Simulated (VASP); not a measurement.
Write the native input for VASP 6.6.1 that does the following.

```yaml
Task: single point
Functional: PBE
Potentials_or_basis: VASP PAW PBE potentials, release 64 (Ti_sv, Al)
Cutoff: 520 eV
k_mesh: 10 × 10 × 4
Occupations: gaussian, width 0.1 eV
Spin: no spin polarisation
Dipole_correction: no
Further_INCAR_settings: ALGO = Fast; EDIFF = 1e-06; NBANDS = 31
```

The structure of TiAl3 lies in POSCAR:

```
TiAl3
1.0
    3.8068933901      0.0000000000      0.0000000000
    0.0000000000      3.8068933901      0.0000000000
    0.0000000000      0.0000000000      8.6578714556
Ti Al
2 6
Direct
    0.0000000000      0.0000000000      0.0000000000
    0.5000000000      0.5000000000      0.5000000000
    0.5000000000      0.5000000000      0.0000000000
    0.0000000000      0.5000000000      0.2500000000
    0.5000000000      0.0000000000      0.2500000000
    0.0000000000      0.0000000000      0.5000000000
    0.5000000000      0.0000000000      0.7500000000
    0.0000000000      0.5000000000      0.7500000000
```

This cell differs from its parent crystal: biaxial strain in the a-b plane: -1.0 %, then relaxed in part.

These files were run (other wordings do the same):

INCAR

```
PREC = Accurate
ENCUT = 520
EDIFF = 1E-6
ISMEAR = 0
SIGMA = 0.1
LREAL = F
LASPH = T
NELM = 60
ALGO = Fast
ISIF = 2
LWAVE = F
LCHARG = T
GGA = PE
LELF = T
LVHAR = T
NBANDS = 31
```

KPOINTS

```
Automatic mesh
0
Gamma
  10 10 4
```

Potentials or basis: VASP PAW PBE potentials, release 64 (Ti_sv, Al).

Launch:

```sh
$ cat potpaw_PBE.64/Ti_sv/POTCAR potpaw_PBE.64/Al/POTCAR > POTCAR
$ mpirun -np 1 vasp_std > vasp.out
```

It gave:

```yaml
Pressure: 1.8 GPa
Band_gap_on_the_k_mesh: zero (bands 21 and 22 overlap by 2.19 eV)
```

Caveat: the cell differs from its parent crystal (biaxial strain in the a-b plane: -1.0 %, then relaxed in part).

Wall time 17 min on 1 thread of AMD EPYC 7R13, with other jobs on the host, peak memory 0.32 GiB.
